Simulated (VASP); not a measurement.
# In (Fm-3m) in VASP: single point with PBEsol

Aim: the single point of In with PBEsol.

Everything below comes from runs of VASP 6.6.1. Logs are shortened: lines on timing, memory, paths and dates and some standing lists are left out, and cuts for length are marked.

**1. The cell of the first run**

It takes space group Fm-3m (No. 225, cubic). Conventional cell: a = 4.684 Å, b = 4.684 Å, c = 4.684 Å, α = 90.00°, β = 90.00°, γ = 90.00°. Within 4.4 Å of In (site symmetry m-3m) lie 12 In at 3.31 Å.

**2. Single point, PBEsol**

The input, INCAR:

```
PREC     = Accurate       # precision mode
ENCUT    = 520            # plane-wave cutoff, eV
EDIFF    = 1E-6           # SCF threshold, eV
ISMEAR   = -1             # smearing method
SIGMA    = 0.13605693000000002 # smearing width, eV
LREAL    = F              # projectors in reciprocal space
LASPH    = T              # aspherical terms in the spheres
NELM     = 80             # most SCF steps
ALGO     = Normal         # electronic algorithm
ISIF     = 2              # what is computed and relaxed
LWAVE    = F              # write WAVECAR
LCHARG   = F              # write CHGCAR
GGA      = PS             # functional
NBANDS   = 12             # bands
```

The input, KPOINTS:

```
regular mesh
0
Gamma
  12 12 12
```

The input, POSCAR:

```
In
1.0
    0.0000000000      2.3422257052      2.3422257052
    2.3422257052      0.0000000000      2.3422257052
    2.3422257052      2.3422257052      0.0000000000
In
1
Direct
    0.0000000000      0.0000000000      0.0000000000
```

Potentials or basis: VASP PAW PBE potentials, release 64 (In_d).

Started as:

```sh
$ cat potpaw_PBE.64/In_d/POTCAR > POTCAR
$ mpirun -np 1 vasp_std > vasp.out
```

OUTCAR:

```text
PREC = Accurate
   ENCUT = 520
   EDIFF = 1E-6
   ISMEAR = -1
   LREAL = F
   LASPH = T
   NELM = 80
   ISIF = 2
   GGA = PS

 ion  position               nearest neighbor table
   1  0.000  0.000  0.000-

  LATTYP: Found a face centered cubic cell.
 ALAT       =     4.6844514104

  Lattice vectors:

 A1 = (   0.0000000000,   2.3422257052,   2.3422257052)
 A2 = (   2.3422257052,   0.0000000000,   2.3422257052)
 A3 = (   2.3422257052,   2.3422257052,   0.0000000000)

Analysis of symmetry for initial positions (statically):
=====================================================================
 Subroutine PRICEL returns:
 Original cell was already a primitive cell.

 Routine SETGRP: Setting up the symmetry group for a
 face centered cubic supercell.

 Subroutine GETGRP returns: Found 48 space group operations
 (whereof 48 operations were pure point group operations)
 out of a pool of 48 trial point group operations.

The static configuration has the point symmetry O_h .

Analysis of symmetry for dynamics (positions and initial velocities):
=====================================================================
 Subroutine PRICEL returns:
 Original cell was already a primitive cell.

 Routine SETGRP: Setting up the symmetry group for a
 face centered cubic supercell.

 Subroutine GETGRP returns: Found 48 space group operations
 (whereof 48 operations were pure point group operations)
 out of a pool of 48 trial point group operations.

The dynamic configuration has the point symmetry O_h .

 Subroutine INISYM returns: Found 48 space group operations
 (whereof 48 operations are pure point group operations),
 and found     1 'primitive' translations

----------------------------------------------------------------------------------------

                                     Primitive cell

  volume of cell :      25.6990

  direct lattice vectors                    reciprocal lattice vectors
     0.000000000  2.342225705  2.342225705    -0.213472168  0.213472168  0.213472168
     2.342225705  0.000000000  2.342225705     0.213472168 -0.213472168  0.213472168
     2.342225705  2.342225705  0.000000000     0.213472168  0.213472168 -0.213472168

  length of vectors
     3.312407358  3.312407358  3.312407358     0.369744642  0.369744642  0.369744642

  position of ions in fractional coordinates (direct lattice)
     0.000000000  0.000000000  0.000000000

  ion indices of the primitive-cell ions
   primitive index   ion index
                 1           1

----------------------------------------------------------------------------------------

 KPOINTS: regular mesh

Automatic generation of k-mesh.
 Grid dimensions read from file:
 generate k-points for:   12   12   12

 Generating k-lattice:

  Cartesian coordinates                     Fractional coordinates (reciprocal lattice)
    -0.017789347  0.017789347  0.017789347     0.083333333  0.000000000  0.000000000
     0.017789347 -0.017789347  0.017789347     0.000000000  0.083333333  0.000000000
     0.017789347  0.017789347 -0.017789347     0.000000000  0.000000000  0.083333333

  Length of vectors
     0.030812053  0.030812053  0.030812053

  Shift w.r.t. Gamma in fractional coordinates (k-lattice)
     0.000000000  0.000000000  0.000000000

 Subroutine IBZKPT returns following result:
 ===========================================

 Found     72 irreducible k-points:

 Following reciprocal coordinates:
            Coordinates               Weight
  0.000000  0.000000  0.000000      1.000000
  0.083333  0.000000  0.000000      8.000000
  0.166667  0.000000  0.000000      8.000000
  0.250000  0.000000  0.000000      8.000000
  0.333333  0.000000  0.000000      8.000000
  0.416667  0.000000  0.000000      8.000000
[... 16 lines left out ...]
  0.500000  0.166667  0.000000     24.000000
 -0.416667  0.166667  0.000000     24.000000
 [... further k-points ...]
   k-points           NKPTS =     72   k-points in BZ     NKDIM =     72   number of bands    NBANDS=     12
   number of dos      NEDOS =    301   number of ions     NIONS =      1
   total plane-waves  NPLWV =  21952
   dimension x,y,z NGX =    28 NGY =   28 NGZ =   28
   dimension x,y,z NGXF=    56 NGYF=   56 NGZF=   56
   ions per type =               1
   NGX,Y,Z   is equivalent  to a cutoff of  14.05, 14.05, 14.05 a.u.
   NGXF,Y,Z  is equivalent  to a cutoff of  28.11, 28.11, 28.11 a.u.
 SYSTEM =  unknown system
   PREC   = accura    normal or accurate (medium, high low for compatibility)
   ISTART =      0    job   : 0-new  1-cont  2-samecut
   ICHARG =      2    charge: 1-file 2-atom 10-const
   ISPIN  =      1    spin polarized calculation?
   LNONCOLLINEAR =      F non collinear calculations
   LSORBIT =      F    spin-orbit coupling
   LASPH  =      T    aspherical Exc in radial PAW
   ENCUT  =  520.0 eV  38.22 Ry    6.18 a.u.   6.16  6.16  6.16*2*pi/ulx,y,z
   NELM   =     80;   NELMIN=  2; NELMDL= -5     # of ELM steps
   EDIFF  = 0.1E-05   stopping-criterion for ELM
   LREAL  =      F    real-space projection
   EDIFFG = 0.1E-04   stopping-criterion for IOM
   NSW    =      0    number of steps for IOM
   IBRION =     -1    ionic relax: 0-MD 1-quasi-New 2-CG
   NFREE  =      0    steps in history (QN), initial steepest desc. (CG)
   ISIF   =      2    stress and relaxation
   ISYM   =      2    0-nonsym 1-usesym 2-fastsym
   POTIM  = 0.5000    time-step for ionic-motion
   TEBEG  =    0.0;   TEEND  =   0.0 temperature during run
   PSTRESS=    0.0 pullay stress
   NELECT =      13.0000    total number of electrons
   NUPDOWN=      -1.0000    fix difference up-down
   EMIN   =  10.00;   EMAX   =-10.00  energy-range for DOS
   EFERMI =   0.00;   METHOD = LEGACY
   ISMEAR =    -1;   SIGMA  =   0.14  broadening in eV -4-tet -1-fermi 0-gaus
   EFERMI_NEDOS =   21; number of points for ismear=-14 and -15
   IALGO  =     38    algorithm
   IMIX   =      4    mixing-type and parameters
     AMIX     =   0.40;   BMIX     =  1.00
     AMIX_MAG =   1.60;   BMIX_MAG =  1.00
  volume/ion in A,a.u.               =      25.70       173.43
  Fermi-wavevector in a.u.,A,eV,Ry     =   1.304419  2.464995 23.150444  1.701510
  Thomas-Fermi vector in A             =   2.435356
   LORBIT       =      0    0 simple, 1 ext, 2 COOP (PROOUT), +10 PAW based schemes
   GGA     = PS    functional components
   LHFCALC =     F    Hartree Fock is set to
   AEXX    =    0.0000 exact exchange contribution
   IVDW    =     0    specifies the selected vdW correction
   LEPSILON=     F    determine dielectric tensor
   LRPA    =     F    only Hartree local field effects (RPA)
 non-spin polarized calculation
  energy-cutoff  :      520.00
  volume of cell :       25.70
 maximum number of plane-waves:       704
 NGX is ok and might be reduce to    28
   NGX = 13   NGY = 13   NGZ = 13

 number of electron      13.0000002 magnetization

 Free energy of the ion-electron system (eV)
  ---------------------------------------------------
  ext. energy  EPLUGINS =         0.00000000
  ---------------------------------------------------
  free energy    TOTEN  =        -2.99774063 eV

  energy without entropy =       -2.96956252  energy(sigma->0) =       -2.98365157

 E-fermi :   7.5333     XC(G=0): -10.4914

 val. band max:        7.4692542827   @ k =  -0.3333   0.3333   0.0000
 cond. band min:       7.5792006671   @ k =  -0.3333   0.4167   0.0833
 fundamental gap:      0.1099463844
 Fermi energy:         7.5332614883

 k-point     1 :       0.0000    0.0000    0.0000
  band No.  band energies     occupation
      1      -7.0048      2.00000
      2      -7.0048      2.00000
      3      -7.0048      2.00000
      4      -6.8222      2.00000
      5      -6.8222      2.00000
      6      -2.1307      2.00000
      7      18.2694      0.00000
      8      18.2694      0.00000
      9      18.2694      0.00000
     10      19.1219      0.00000
     11      21.6989      0.00000
     12      21.6989      0.00000

 k-point     2 :       0.0833    0.0000    0.0000
  band No.  band energies     occupation
      1      -7.0072      2.00000
      2      -6.9924      2.00000
      3      -6.9924      2.00000
      4      -6.8236      2.00000
      5      -6.8236      2.00000
      6      -1.9764      2.00000
      7      16.4399      0.00000
      8      17.9980      0.00000
      9      17.9980      0.00000
     10      18.9563      0.00000
     11      22.1693      0.00000
     12      22.1693      0.00000

 k-point     3 :       0.1667    0.0000    0.0000
  band No.  band energies     occupation
      1      -7.0159      2.00000
      2      -6.9677      2.00000
      3      -6.9677      2.00000
      4      -6.8176      2.00000
      5      -6.8176      2.00000
      6      -1.5088      2.00000
      7      13.5449      0.00000
      8      17.4468      0.00000
      9      17.4468      0.00000
     10      18.8759      0.00000
     11      22.6177      0.00000
     12      23.0148      0.00000

 k-point     4 :       0.2500    0.0000    0.0000
  band No.  band energies     occupation
      1      -7.0331      2.00000
      2      -6.9605      2.00000
      3      -6.9605      2.00000
      4      -6.7819      2.00000
      5      -6.7819      2.00000
      6      -0.7183      2.00000
      7      10.7202      0.00000
      8      16.8982      0.00000
      9      16.8982      0.00000
     10      18.7654      0.00000
     11      21.8539      0.00000
     12      21.8615      0.00000

 k-point     5 :       0.3333    0.0000    0.0000
  band No.  band energies     occupation
      1      -7.0549      2.00000
      2      -6.9738      2.00000
      3      -6.9738      2.00000
      4      -6.7246      2.00000
      5      -6.7246      2.00000
      6       0.3984      2.00000
      7       8.1096      0.02851
      8      16.4591      0.00000
      9      16.4591      0.00000
     10      18.6196      0.00000
     11      20.9726      0.00000
     12      20.9726      0.00000
[... 228 lines left out ...]
      1      -7.0834      2.00000
      2      -6.9548      2.00000
      3      -6.8805      2.00000
      4      -6.8257      2.00000
      5      -6.7069      2.00000
      6       0.1758      2.00000
      7      10.2816      0.00000
      8      14.2135      0.00000
      9      14.6896      0.00000
     10      16.8249      0.00000
     11      19.9945      0.00000
     12      24.5375      0.00000

 k-point    22 :       0.4167    0.1667    0.0000
  band No.  band energies     occupation
      1      -7.0790      2.00000
      2      -6.9706      2.00000
      3      -6.8956      2.00000
      4      -6.7907      2.00000
      5      -6.6644      2.00000
      6       1.3953      2.00000
      7       7.8045      0.23981
      8      13.6370      0.00000
      9      14.0941      0.00000
     10      16.6206      0.00000
     11      22.0305      0.00000
     12      23.5448      0.00000

 k-point    23 :       0.5000    0.1667    0.0000
  band No.  band energies     occupation
      1      -7.0694      2.00000
      2      -6.9775      2.00000
      3      -6.9113      2.00000
      4      -6.7591      2.00000
      5      -6.6530      2.00000
      6       2.8904      2.00000
      7       5.6293      2.00000
      8      12.7651      0.00000
      9      14.3083      0.00000
     10      16.7056      0.00000
     11      22.7849      0.00000
     12      22.9756      0.00000

 k-point    24 :      -0.4167    0.1667    0.0000
  band No.  band energies     occupation
      1      -7.0508      2.00000
      2      -6.9823      2.00000
      3      -6.9191      2.00000
      4      -6.7354      2.00000
      5      -6.6803      2.00000
      6       3.3873      2.00000
      7       5.0436      2.00000
      8      12.1609      0.00000
      9      14.8577      0.00000
     10      17.0477      0.00000
     11      22.2588      0.00000
     12      22.5100      0.00000

 [... further k-points ...]
[... 5 lines left out ...]
  --------------------------------------------------------------------------------------
  -------------------------------------------------------------------------------------
  Total       -0.0421749     -0.0421749     -0.0421749     -0.0000000     -0.0000000      0.0000000
  in kB       -2.6293505     -2.6293505     -2.6293505     -0.0000000     -0.0000000      0.0000000
  external PRESSURE =      -2.6293505 kB  Pullay stress =       0.0000000 kB

 VOLUME and BASIS-vectors are now :
 -----------------------------------------------------------------------------
  energy-cutoff  :      520.00
  volume of cell :       25.70
      direct lattice vectors                 reciprocal lattice vectors
     0.000000000  2.342225705  2.342225705    -0.213472168  0.213472168  0.213472168
     2.342225705  0.000000000  2.342225705     0.213472168 -0.213472168  0.213472168
     2.342225705  2.342225705  0.000000000     0.213472168  0.213472168 -0.213472168

 POSITION                                       TOTAL-FORCE (eV/Angst)
 -----------------------------------------------------------------------------------
      0.00000      0.00000      0.00000        -0.000000     -0.000000     -0.000000
 -----------------------------------------------------------------------------------
    total drift:                               -0.000000     -0.000000      0.000000

  FREE ENERGIE OF THE ION-ELECTRON SYSTEM (eV)
  ---------------------------------------------------
  free  energy   TOTEN  =        -2.9977406326 eV

  energy  without entropy=       -2.9695625173  energy(sigma->0) =       -2.98365157
```

Wall time 25 s (1 thread of AMD EPYC 7R43 (Zen 3), shared host); peak memory 0.12 GiB.

Results:

```
Free energy : -2.9977 eV
Pressure    : -0.3 GPa
```

Levels at points of the mesh, in eV from the Fermi level:
```tsv
k point	band 2	band 3	band 4	band 5	band 6	band 7	band 8	band 9	band 10	band 11
(0.00, 0.00, 0.00)	-14.54	-14.54	-14.36	-14.36	-9.66	10.74	10.74	10.74	11.59	14.17
(0.50, 0.00, 0.00)	-14.53	-14.53	-14.19	-14.19	-4.32	-3.45	8.55	8.55	10.89	12.72
(0.50, 0.50, 0.00)	-14.67	-14.20	-14.15	-14.15	-2.26	-2.05	4.08	4.08	7.49	7.69
```

Caveat: the PAW data sets were made with another functional, which shifts forces and pressure a little; spin-orbit coupling is left out, which moves the levels of the heavy elements.
